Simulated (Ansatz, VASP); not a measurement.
In3B2H3 in VASP and in Ansatz

```
CELL_PARAMETERS angstrom
6.92301 0.00000 0.00000
-3.46151 5.99550 0.00000
0.00000 0.00000 3.06797
ATOMIC_POSITIONS crystal
In 0.16471 0.83529 0.50000
In 0.16471 0.32941 0.50000
In 0.67059 0.83529 0.50000
B 0.33333 0.66667 0.00000
B 0.00000 0.00000 0.00000
H 0.81334 0.18666 0.50000
H 0.81334 0.62669 0.50000
H 0.37331 0.18666 0.50000
```

Alike in both runs: functional PBE; k mesh 3 × 3 × 3; occupations gaussian, width 0.15 eV; no spin polarisation.

Ansatz relaxed the structure, and its values are those at the end. VASP's run is a single point on that final structure, the one shown.

|  | VASP | Ansatz |
| --- | --- | --- |
| version | VASP 6.6.1 | Ansatz 0.2.0 |
| potentials or method | VASP PAW PBE potentials, release 64 (In_d, B, H), cutoff 500 eV | scalar-relativistic, plane waves, PAW |
| valence electrons in the cell | 48 | 48 |

```tsv
	VASP	Ansatz	Ansatz less VASP
gap on the k mesh at the Fermi level (eV)	0.25	0.25	+0.001
least direct gap on the mesh (eV)	0.68	0.68	+0.001
pressure (GPa)	-0.5	-0.4	+0.05
rms of the force components (eV/Å)	0.008	0.008	+0.0002
```

The k mesh is coarse, so the values compare programs but aren't converged.
